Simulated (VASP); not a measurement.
Runs of VASP 6.6.1 on Ag. The structure is that of space group Fm-3m (No. 225), or close to it. The cells are those of the table. 

```csv
task,cell,k mesh,cutoff (eV),gap on the mesh (eV),pressure (GPa)
single point,"a = 3.011 Å, angles 60.0°, 1 atom",21 × 21 × 21,520,none,0.1
single point,"a = 2.970 Å, angles 60.0°, 1 atom",21 × 21 × 21,520,none,(a)
single point,"a = 2.928 Å, angles 60.0°, 1 atom",21 × 21 × 21,520,none,7.4
relaxation of cell and atoms,"relaxed from a = 2.889 Å, angles 60.0°, 1 atom",13 × 13 × 13,600,none,0.0
single point,"a = 3.011 Å, angles 60.0°, 1 atom",13 × 13 × 13,520,none,0.1
```

Alike in all rows: level BLYP; potentials or basis VASP PAW PBE potentials, release 64 (Ag); no spin polarisation; smearing fermi-dirac 0.1 eV.

Problem. Estimate the missing entries.

Solution. (a) 3.3.

Caveats: the PAW data sets were made with another functional, which shifts forces and pressure a little.

A k mesh can miss the band edges, and the runs leave out spin-orbit coupling on Ag.

A gap of «none» marks levels without a gap at the run's occupations.
